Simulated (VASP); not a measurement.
Input of a VASP 6.6.1 run:

INCAR

```
ALGO     = Normal         # electronic algorithm
EDIFF    = 1E-7           # SCF threshold, eV
EDIFFG   = -0.005         # ionic threshold
ENCUT    = 600            # plane-wave cutoff, eV
GGA      = PE             # functional
IBRION   = 2              # ionic algorithm
ISIF     = 3              # what is computed and relaxed
ISMEAR   = 0              # smearing method
IVDW     = 12             # dispersion correction
LASPH    = True           # aspherical terms in the spheres
LCHARG   = False          # write CHGCAR
LREAL    = False          # projectors in reciprocal space
LWAVE    = False          # write WAVECAR
NELM     = 80             # most SCF steps
NSW      = 100            # ionic steps
PREC     = Accurate       # precision mode
SIGMA    = 0.02           # smearing width, eV
```

The input KPOINTS:

```
k-points
0
Gamma
  12 12 6
```

File POSCAR:

```
ZnO
1.0
    3.2493987239      0.0000000000      0.0000000000
   -1.6246993619      2.8140618419      0.0000000000
    0.0000000000      0.0000000000      5.2038000000
Zn O
2 2
Direct
    0.3333333333      0.6666666667      0.0000000000
    0.6666666667      0.3333333333      0.5000000000
    0.3333333333      0.6666666667      0.3821000000
    0.6666666667      0.3333333333      0.8821000000
```

Potentials or basis: VASP PAW PBE potentials, release 64 (Zn, O).

The run is started by

```bash
$ cat potpaw_PBE.64/Zn/POTCAR potpaw_PBE.64/O/POTCAR > POTCAR
$ mpirun -np 1 vasp_std > vasp.out
```

Question: Estimate the relaxed volume.

Answer: 12.13 Å³/atom.

Question: Predict the dispersion energy per atom.

Answer: -0.220 eV.

Question: Predict the relaxed cell.

Answer: a = 3.261 Å, b = 3.261 Å, c = 5.267 Å, α = 90.00°, β = 90.00°, γ = 120.00°.

Final structure:
```
Zn O
1.0
     3.26134    0.00000    0.00000
    -1.63067    2.82440    0.00000
     0.00000    0.00000    5.26696
Zn O
2 2
Direct
  0.33333 0.66667 0.00162
  0.66667 0.33333 0.50162
  0.33333 0.66667 0.38048
  0.66667 0.33333 0.88048
```

 Zero-point motion and thermal expansion aren't in these numbers.
